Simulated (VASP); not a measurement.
# Ir (P-1) in VASP: notebook

Ir is run at these levels: PBE; tasks: single point.

Program: VASP 6.6.1. These are calculated values, not measurements. Logs are shortened: lines on timing, memory, paths and dates and some standing lists are left out, and cuts for length are marked.

### 1 The cell of the first run

The typed cell holds 1 atom: a = 2.735 Å, b = 2.739 Å, c = 2.738 Å, α = 59.29°, β = 60.50°, γ = 59.33°.

### 2 Single point, PBE

Input file INCAR:

```
SYSTEM = Ir
ALGO = Normal
EDIFF = 1E-6
ENCUT = 500
GGA = PE
GGA_COMPAT = .False.
ISIF = 2
ISMEAR = 1
LASPH = .True.
LCHARG = .True.
LELF = .True.
LREAL = .False.
LVHAR = .True.
LWAVE = .False.
NBANDS = 10
NELM = 120
PREC = Accurate
SIGMA = 0.15
```

Input file KPOINTS:

```
k-points
0
Gamma
  7 7 7
  0 0 0
```

Input file POSCAR:

```
Ir
1.0
    0.0040200000      1.9162800000      1.9509000000
    1.9384000000      0.0192000000      1.9357200000
    1.9549600000      1.9176600000      0.0026400000
Ir
1
Direct
    0.0000000000      0.0000000000      0.0000000000
```

Potentials or basis: VASP PAW PBE potentials, release 64 (Ir).

Launch:

```
cat potpaw_PBE.64/Ir/POTCAR > POTCAR
mpirun -np 1 vasp_std > vasp.out
```

OUTCAR:

```text
SYSTEM = Ir
   EDIFF = 1E-6
   ENCUT = 500
   GGA = PE
   ISIF = 2
   ISMEAR = 1
   LASPH = .True.
   LREAL = .False.
   NELM = 120
   PREC = Accurate

 ion  position               nearest neighbor table
   1  0.000  0.000  0.000-

  LATTYP: Found a triclinic cell.
 ALAT       =     2.7384841513
 B/A-ratio  =     1.3930470008
 C/A-ratio  =     1.0068167663
 COS(alpha) =     0.0010169811
 COS(beta)  =     0.5048082687
 COS(gamma) =     0.7041012001

  Lattice vectors:

 A1 = (  -1.9549600000,  -1.9176600000,  -0.0026400000)
 A2 = (  -0.0205800000,  -3.8147400000,  -0.0178200000)
 A3 = (  -1.9509400000,  -0.0013800000,   1.9482600000)

Analysis of symmetry for initial positions (statically):
=====================================================================
 Subroutine PRICEL returns:
 Original cell was already a primitive cell.

 Routine SETGRP: Setting up the symmetry group for a
 triclinic supercell.

 Subroutine GETGRP returns: Found  2 space group operations
 (whereof  2 operations were pure point group operations)
 out of a pool of  2 trial point group operations.

The static configuration has the point symmetry S_2 .

Analysis of symmetry for dynamics (positions and initial velocities):
=====================================================================
 Subroutine PRICEL returns:
 Original cell was already a primitive cell.

 Routine SETGRP: Setting up the symmetry group for a
 triclinic supercell.

 Subroutine GETGRP returns: Found  2 space group operations
 (whereof  2 operations were pure point group operations)
 out of a pool of  2 trial point group operations.

The dynamic configuration has the point symmetry S_2 .

 Subroutine INISYM returns: Found  2 space group operations
 (whereof  2 operations are pure point group operations),
 and found     1 'primitive' translations

----------------------------------------------------------------------------------------

                                     Primitive cell

  volume of cell :      14.4056

  direct lattice vectors                    reciprocal lattice vectors
     0.004020000  1.916280000  1.950900000    -0.257677600  0.262337984  0.255432278
     1.938400000  0.019200000  1.935720000     0.259350683 -0.264752534  0.259519912
     1.954960000  1.917660000  0.002640000     0.254895496  0.261970431 -0.257846828

  length of vectors
     2.734621730  2.739484462  2.738484151     0.447732746  0.452445871  0.447308850

  position of ions in fractional coordinates (direct lattice)
     0.000000000  0.000000000  0.000000000

  ion indices of the primitive-cell ions
   primitive index   ion index
                 1           1

----------------------------------------------------------------------------------------

 KPOINTS: k-points

Automatic generation of k-mesh.
 Grid dimensions read from file:
 generate k-points for:    7    7    7

 Generating k-lattice:

  Cartesian coordinates                     Fractional coordinates (reciprocal lattice)
    -0.036811086  0.037476855  0.036490325     0.142857143  0.000000000  0.000000000
     0.037050098 -0.037821791  0.037074273     0.000000000  0.142857143 -0.000000000
     0.036413642  0.037424347 -0.036835261    -0.000000000 -0.000000000  0.142857143

  Length of vectors
     0.063961821  0.064635124  0.063901264

  Shift w.r.t. Gamma in fractional coordinates (k-lattice)
     0.000000000  0.000000000  0.000000000

 Subroutine IBZKPT returns following result:
 ===========================================

 Found    172 irreducible k-points:

 Following reciprocal coordinates:
            Coordinates               Weight
  0.000000  0.000000  0.000000      1.000000
  0.142857 -0.000000 -0.000000      2.000000
  0.285714 -0.000000  0.000000      2.000000
  0.428571 -0.000000 -0.000000      2.000000
  0.000000  0.142857  0.000000      2.000000
  0.142857  0.142857  0.000000      2.000000
[... 16 lines left out ...]
 -0.428571  0.428571  0.000000      2.000000
 -0.285714  0.428571  0.000000      2.000000
 [... further k-points ...]
   k-points           NKPTS =    172   k-points in BZ     NKDIM =    172   number of bands    NBANDS=     10
   number of dos      NEDOS =    301   number of ions     NIONS =      1
   total plane-waves  NPLWV =   8000
   dimension x,y,z NGX =    20 NGY =   20 NGZ =   20
   dimension x,y,z NGXF=    40 NGYF=   40 NGZF=   40
   ions per type =               1
   NGX,Y,Z   is equivalent  to a cutoff of  12.16, 12.14, 12.14 a.u.
   NGXF,Y,Z  is equivalent  to a cutoff of  24.32, 24.27, 24.28 a.u.
 SYSTEM =  Ir
   PREC   = accura    normal or accurate (medium, high low for compatibility)
   ISTART =      0    job   : 0-new  1-cont  2-samecut
   ICHARG =      2    charge: 1-file 2-atom 10-const
   ISPIN  =      1    spin polarized calculation?
   LNONCOLLINEAR =      F non collinear calculations
   LSORBIT =      F    spin-orbit coupling
   LASPH  =      T    aspherical Exc in radial PAW
   ENCUT  =  500.0 eV  36.75 Ry    6.06 a.u.   4.99  4.99  4.99*2*pi/ulx,y,z
   NELM   =    120;   NELMIN=  2; NELMDL= -5     # of ELM steps
   EDIFF  = 0.1E-05   stopping-criterion for ELM
   LREAL  =      F    real-space projection
   EDIFFG = 0.1E-04   stopping-criterion for IOM
   NSW    =      0    number of steps for IOM
   IBRION =     -1    ionic relax: 0-MD 1-quasi-New 2-CG
   NFREE  =      0    steps in history (QN), initial steepest desc. (CG)
   ISIF   =      2    stress and relaxation
   ISYM   =      2    0-nonsym 1-usesym 2-fastsym
   POTIM  = 0.5000    time-step for ionic-motion
   TEBEG  =    0.0;   TEEND  =   0.0 temperature during run
   PSTRESS=    0.0 pullay stress
   NELECT =       9.0000    total number of electrons
   NUPDOWN=      -1.0000    fix difference up-down
   EMIN   =  10.00;   EMAX   =-10.00  energy-range for DOS
   EFERMI =   0.00;   METHOD = LEGACY
   ISMEAR =     1;   SIGMA  =   0.15  broadening in eV -4-tet -1-fermi 0-gaus
   EFERMI_NEDOS =   21; number of points for ismear=-14 and -15
   IALGO  =     38    algorithm
   IMIX   =      4    mixing-type and parameters
     AMIX     =   0.40;   BMIX     =  1.00
     AMIX_MAG =   1.60;   BMIX_MAG =  1.00
  volume/ion in A,a.u.               =      14.41        97.21
  Fermi-wavevector in a.u.,A,eV,Ry     =   1.399518  2.644706 26.649059  1.958651
  Thomas-Fermi vector in A             =   2.522569
   LORBIT       =      0    0 simple, 1 ext, 2 COOP (PROOUT), +10 PAW based schemes
   GGA     = PE    functional components
   LHFCALC =     F    Hartree Fock is set to
   AEXX    =    0.0000 exact exchange contribution
   IVDW    =     0    specifies the selected vdW correction
   LEPSILON=     F    determine dielectric tensor
   LRPA    =     F    only Hartree local field effects (RPA)
 non-spin polarized calculation
 Methfessel and Paxton  Order N= 1 SIGMA  =   0.15
  energy-cutoff  :      500.00
  volume of cell :       14.41
 maximum number of plane-waves:       377
   NGX =  9   NGY =  9   NGZ =  9

 number of electron       9.0000000 magnetization

 Free energy of the ion-electron system (eV)
  ---------------------------------------------------
  ext. energy  EPLUGINS =         0.00000000
  ---------------------------------------------------
  free energy    TOTEN  =        -8.91696878 eV

  energy without entropy =       -8.91817017  energy(sigma->0) =       -8.91736924

 E-fermi :  10.2448     XC(G=0): -13.8765

 val. band max:       10.2336759110   @ k =  -0.4286   0.0000   0.4286
 cond. band min:      10.2703734000   @ k =  -0.1429   0.4286   0.4286
 fundamental gap:      0.0366974890
 Fermi energy:        10.2448241048

 k-point     1 :       0.0000    0.0000    0.0000
  band No.  band energies     occupation
      1      -0.8318      2.00000
      2       6.1894      2.00000
      3       6.2431      2.00000
      4       6.5297      2.00000
      5       8.7894      2.00000
      6       9.1022      2.00000
      7      24.4434      0.00000
      8      29.6409      0.00000
      9      29.7675      0.00000
     10      30.4292      0.00000

 k-point     2 :       0.1429   -0.0000   -0.0000
  band No.  band energies     occupation
      1       0.0138      2.00000
      2       5.9092      2.00000
      3       6.5262      2.00000
      4       6.7691      2.00000
      5       8.6770      2.00000
      6       8.9246      2.00000
      7      25.7716      0.00000
      8      26.8371      0.00000
      9      31.1364      0.00000
     10      31.5744      0.00000

 k-point     3 :       0.2857   -0.0000    0.0000
  band No.  band energies     occupation
      1       1.7075      2.00000
      2       6.0414      2.00000
      3       6.5403      2.00000
      4       6.8233      2.00000
      5       9.3889      2.00000
      6       9.4649      2.00000
      7      22.7262      0.00000
      8      26.3445      0.00000
      9      33.5293      0.00000
     10      33.8047      0.00000

 k-point     4 :       0.4286   -0.0000   -0.0000
  band No.  band energies     occupation
      1       2.1807      2.00000
      2       6.1537      2.00000
      3       6.4440      2.00000
      4       8.5674      2.00000
      5      10.6200     -0.00230
      6      10.8284     -0.00000
      7      18.2000      0.00000
      8      24.2904      0.00000
      9      30.1328      0.00000
     10      30.5060      0.00000
[... 222 lines left out ...]
 k-point    22 :       0.4286    0.4286   -0.0000
  band No.  band energies     occupation
      1       2.5091      2.00000
      2       3.0883      2.00000
      3      10.5154     -0.02856
      4      10.8348     -0.00000
      5      10.9753     -0.00000
      6      11.1714     -0.00000
      7      21.7870      0.00000
      8      22.3421      0.00000
      9      22.8105      0.00000
     10      30.8124      0.00000

 k-point    23 :      -0.4286    0.4286    0.0000
  band No.  band energies     occupation
      1       2.7997      2.00000
      2       3.4127      2.00000
      3       8.8279      2.00000
      4      10.2117      1.36417
      5      11.2398     -0.00000
      6      14.8998      0.00000
      7      18.5120      0.00000
      8      21.8633      0.00000
      9      23.0416      0.00000
     10      31.9590      0.00000

 k-point    24 :      -0.2857    0.4286    0.0000
  band No.  band energies     occupation
      1       3.5520      2.00000
      2       4.7053      2.00000
      3       6.6464      2.00000
      4       8.4198      2.00000
      5      10.8159     -0.00000
      6      16.3422      0.00000
      7      16.7174      0.00000
      8      23.0349      0.00000
      9      26.4966      0.00000
     10      29.6332      0.00000

 [... further k-points ...]
[... 5 lines left out ...]
  --------------------------------------------------------------------------------------
  -------------------------------------------------------------------------------------
  Total       -0.0729918      0.5781649     -0.0273860     -0.2858416     -0.2490179      0.1507780
  in kB       -8.1180720     64.3029248     -3.0458414    -31.7910215    -27.6955246     16.7693800
  external PRESSURE =      17.7130038 kB  Pullay stress =       0.0000000 kB

 VOLUME and BASIS-vectors are now :
 -----------------------------------------------------------------------------
  energy-cutoff  :      500.00
  volume of cell :       14.41
      direct lattice vectors                 reciprocal lattice vectors
     0.004020000  1.916280000  1.950900000    -0.257677600  0.262337984  0.255432278
     1.938400000  0.019200000  1.935720000     0.259350683 -0.264752534  0.259519912
     1.954960000  1.917660000  0.002640000     0.254895496  0.261970431 -0.257846828

 POSITION                                       TOTAL-FORCE (eV/Angst)
 -----------------------------------------------------------------------------------
      0.00000      0.00000      0.00000         0.000000      0.000000     -0.000000
 -----------------------------------------------------------------------------------
    total drift:                                0.000000      0.000000      0.000000

  FREE ENERGIE OF THE ION-ELECTRON SYSTEM (eV)
  ---------------------------------------------------
  free  energy   TOTEN  =        -8.9169687817 eV

  energy  without entropy=       -8.9181701696  energy(sigma->0) =       -8.91736924
```

Wall time 8 s (1 thread of Intel Xeon 6975P-C (Granite Rapids), shared host); peak memory 0.14 GiB.

Results:

```yaml
Free_energy: -8.9170 eV
Pressure: 1.8 GPa
Band_gap_on_the_k_mesh: zero (an odd number of electrons rules out a gap without spin polarisation)
```

Stress tensor (GPa, compression positive):
```
-0.81 -3.18  1.68
-3.18  6.43 -2.77
 1.68 -2.77 -0.30
```

Caveat: the k points lie up to 0.41 Å⁻¹ apart, too coarse for converged energies and pressures of a metal; spin-orbit coupling is left out, which moves the levels of the heavy elements.

### 3 Single point, PBE

This run uses another cell than the first one, of 14.48 Å³/atom.

Input file INCAR:

```
PREC     = Accurate       # precision mode
ENCUT    = 500            # plane-wave cutoff, eV
EDIFF    = 1E-6           # SCF threshold, eV
ISMEAR   = 1              # smearing method
SIGMA    = 0.15           # smearing width, eV
LREAL    = False          # projectors in reciprocal space
LASPH    = True           # aspherical terms in the spheres
NELM     = 120            # most SCF steps
ALGO     = Normal         # electronic algorithm
ISIF     = 2              # what is computed and relaxed
LWAVE    = False          # write WAVECAR
LCHARG   = True           # write CHGCAR
GGA      = PE             # functional
LELF     = True           # ELF
LVHAR    = True         
NBANDS   = 10             # bands
GGA_COMPAT= False
```

Input file KPOINTS:

```
Automatic mesh
0
Gamma
  7 7 7
```

Input file POSCAR:

```
Ir
1.0
    0.0040266889      1.9194684917      1.9541460958
    1.9416252971      0.0192319468      1.9389408379
    1.9582128513      1.9208507879      0.0026443927
Ir
1
Direct
    0.0000000000      0.0000000000      0.0000000000
```

Potentials or basis: VASP PAW PBE potentials, release 64 (Ir).

Launch:

```
cat potpaw_PBE.64/Ir/POTCAR > POTCAR
mpirun -np 1 vasp_std > vasp.out
```

Wall time 7.9 s (1 thread of Intel Xeon 6975P-C (Granite Rapids), shared host); peak memory 0.14 GiB.

The run converged. Its results:

```
Free energy            : -8.9174 eV
Pressure               : 0.0 GPa
Band gap on the k mesh : zero (an odd number of electrons rules out a gap without spin polarisation)
```

Stress tensor (GPa, compression positive):
```
-2.55 -3.12  1.64
-3.12  4.58 -2.72
 1.64 -2.72 -2.05
```

Levels at points of the mesh, in eV from the Fermi level:
```csv
k point,band 2,band 3,band 4,band 5,band 6,band 7
"(0.00, 0.00, 0.00)",-4.02,-3.97,-3.69,-1.44,-1.13,14.21
```

Caveat: the k points lie up to 0.41 Å⁻¹ apart, too coarse for converged energies and pressures of a metal; spin-orbit coupling is left out, which moves the levels of the heavy elements.

### 4 Single point, PBE

This run uses another cell than the first one, of 14.33 Å³/atom.

Input file INCAR:

```
PREC = Accurate
ENCUT = 500
EDIFF = 1E-6
ISMEAR = 1
SIGMA = 0.15
LREAL = F
LASPH = T
NELM = 120
ALGO = Normal
ISIF = 2
LWAVE = F
LCHARG = F
GGA = PE
NBANDS = 10
GGA_COMPAT = F
```

KPOINTS is that of step 3.

Input file POSCAR:

```
Ir
1.0
    0.0040132888      1.9130808622      1.9476430657
    1.9351639339      0.0191679465      1.9324884080
    1.9516962878      1.9144585583      0.0026355926
Ir
1
Direct
    0.0000000000      0.0000000000      0.0000000000
```

Launch:

```
cat potpaw_PBE.64/Ir/POTCAR > POTCAR
mpirun -np 1 vasp_std > vasp.out
```

It took 8.4 s on 1 thread of Intel Xeon 6975P-C (Granite Rapids), shared host; peak memory 0.14 GiB.

It converged, with:

```yaml
Free_energy: -8.9157 eV
Pressure: 3.6 GPa
Band_gap_on_the_k_mesh: zero (an odd number of electrons rules out a gap without spin polarisation)
```

Stress tensor (GPa, compression positive):
```
 0.98 -3.24  1.71
-3.24  8.33 -2.82
 1.71 -2.82  1.50
```

Levels at points of the mesh, in eV from the Fermi level:
```tsv
k point	band 1	band 2	band 3	band 4	band 5	band 6	band 7	band 8
(0.00, 0.00, 0.00)	-11.13	-4.09	-4.03	-3.74	-1.47	-1.15	14.19	19.41
```

Caveat: the k points lie up to 0.41 Å⁻¹ apart, too coarse for converged energies and pressures of a metal; spin-orbit coupling is left out, which moves the levels of the heavy elements.

### 5 The runs side by side

| cell | gap on the mesh (eV) | pressure (GPa) |
| --- | --- | --- |
| a = 2.735, b = 2.739, c = 2.738 Å, angles 59.3, 60.5, 59.3°, 1 atom | none | 1.8 |
| a = 2.739, b = 2.744, c = 2.743 Å, angles 59.3, 60.5, 59.3°, 1 atom | none | 0.0 |
| a = 2.730, b = 2.735, c = 2.734 Å, angles 59.3, 60.5, 59.3°, 1 atom | none | 3.6 |

Alike in all rows: task single point; level PBE; potentials or basis VASP PAW PBE potentials, release 64 (Ir); no spin polarisation; k mesh 7 × 7 × 7; cutoff (eV) 500; smearing methfessel-paxton 0.15 eV.

Caveats: all runs use coarse meshes; spin-orbit coupling is left out, which moves the levels of the heavy elements.

Absolute energies hang on the potentials; compare differences alone.
